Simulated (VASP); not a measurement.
Wanted: the native input for a VASP 6.6.1 run.

- Task: single point
- Functional: PBE
- Potentials or basis: VASP PAW PBE potentials, release 64 (Ti_sv, O)
- Cutoff: 520 eV
- k mesh: 10 × 10 × 10
- Occupations: gaussian, width 0.02 eV
- Spin: no spin polarisation
- Dipole correction: no
- Further INCAR settings: ALGO = Normal; EDIFF = 1e-06; NBANDS = 33

The structure of TiO2 lies in POSCAR:

```
TiO2
1.0
   -1.8723136419      1.8723136419      4.3919925547
    1.8723136419     -1.8723136419      4.3919925547
    1.8723136419      1.8723136419     -4.3919925547
Ti O
2 4
Direct
    0.0000000000      0.0000000000      0.0000000000
    0.7500000000      0.2500000000      0.5000000000
    0.2201818420      0.2201818420      0.0000000000
    0.9701818420      0.4701818420      0.5000000000
    0.5298181580      0.0298181580      0.5000000000
    0.7798181580      0.7798181580      0.0000000000
```

This cell differs from its parent crystal: volume scaled by 0.88, then relaxed in part.

The input as run:

INCAR

```
PREC = Accurate
ENCUT = 520
EDIFF = 1E-6
ISMEAR = 0
SIGMA = 0.02
LREAL = F
LASPH = T
NELM = 80
ALGO = Normal
ISIF = 2
LWAVE = F
LCHARG = F
GGA = PE
NBANDS = 33
```

KPOINTS

```
Automatic mesh
0
Gamma
  10 10 10
```

Potentials or basis: VASP PAW PBE potentials, release 64 (Ti_sv, O).

Launch:

```console
$ cat potpaw_PBE.64/Ti_sv/POTCAR potpaw_PBE.64/O/POTCAR > POTCAR
$ mpirun -np 1 vasp_std > vasp.out
```

It gave:

- Pressure: 26.1 GPa
- Largest force: 0.037 eV/Å
- Band gap on the k mesh: 1.86 eV, indirect (least direct gap 2.47 eV)

Wall time 9 min on 1 thread of AMD EPYC 7R43 64-Core Processor (Zen 3), with other jobs on the host, peak memory 0.3 GiB.
